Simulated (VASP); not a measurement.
Runs of VASP 6.6.1 on BP. The structure is cubic, space group Pm-3m (No. 221). Conventional cell: a = 2.708 Å, b = 2.708 Å, c = 2.708 Å, α = 90.00°, β = 90.00°, γ = 90.00°. Within 3.1 Å of B (site symmetry m-3m) lie 8 P at 2.35 Å and 6 B at 2.71 Å. P (site symmetry m-3m) has 8 B at 2.35 Å and 6 P at 2.71 Å within 3.1 Å. 

```tsv
level	k mesh	cutoff (eV)	smearing	grid for exact exchange (PRECFOCK)	share of exact exchange	screening parameter	gap on the mesh (eV)	pressure (GPa)
PBE-based screened hybrid	4 × 4 × 4	420	fermi-dirac 0.02 eV	Normal	1	0.5 1/Å	none	-10.4
PBEsol+D3(BJ)	6 × 6 × 6	500	fermi-dirac 0.02 eV	-	-	-	none	(a)
PBEsol	4 × 4 × 4	500	fermi-dirac 0.02 eV	-	-	-	none	-5.5
PBE-based screened hybrid	4 × 4 × 4	420	fermi-dirac 0.02 eV	Normal	0.5	0.3 1/Å	none	(b)
PBEsol	6 × 6 × 6	500	fermi-dirac 0.001 eV	-	-	-	none	0.6
```

Alike in all rows: task single point; potentials or basis VASP PAW PBE potentials, release 64 (B, P); no spin polarisation; cell as given.

**Question.** Estimate the missing entries.

**Answer.** (a) -4.3; (b) -8.3.

Caveats: all runs use coarse meshes; the PAW data sets were made with another functional, which shifts forces and pressure a little; pairwise dispersion overbinds metals, which lowers pressure and volume (some runs).

A gap of «none» marks levels without a gap at the run's occupations.
